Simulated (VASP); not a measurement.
Here is a VASP 6.6.1 calculation.

INCAR

```
SYSTEM = MgI2
  ALGO = Normal
  DIPOL = 0.5 0.5 0.271
  EDIFF = 1E-6
  ENCUT = 520
  GGA = PE
  IDIPOL = 3
  ISIF = 2
  ISMEAR = 0
  IVDW = 12
  LASPH = .True.
  LCHARG = .False.
  LDIPOL = .True.
  LREAL = .False.
  LWAVE = .False.
  NBANDS = 25
  NELM = 100
  PREC = Accurate
  SIGMA = 0.01
```

File KPOINTS:

```
k-points
0
Gamma
  6 6 1
  0 0 0
```

POSCAR

```
MgI2
1.0
    4.1290589975      0.0000000000      0.0000000000
   -2.0645294988      3.5758699855      0.0000000000
    0.0000000000      0.0000000000     44.2065077502
Mg I
2 4
Direct
    0.0000000000      0.0000000000      0.1937457056
    0.3333333333      0.6666666667      0.3491607853
    0.3333333333      0.6666666667      0.2317007131
    0.6666666667      0.3333333333      0.1557174289
    0.6666666667      0.3333333333      0.3871890620
    0.0000000000      0.0000000000      0.3112057778
```

Potentials or basis: VASP PAW PBE potentials, release 64 (Mg, I).

The run is started by

```bash
$ cat potpaw_PBE.64/Mg/POTCAR potpaw_PBE.64/I/POTCAR > POTCAR
$ mpirun -np 1 vasp_std > vasp.out
```

(1) Predict the band gap on the k mesh.

(2) Estimate the dispersion energy per atom.

(3) Predict the largest force.

## Answers

(1) 3.44 eV, indirect (least direct gap 3.88 eV).

(2) -0.273 eV.

(3) 0.010 eV/Å.

Caveat: spin-orbit coupling is left out, which moves the levels of the heavy elements.
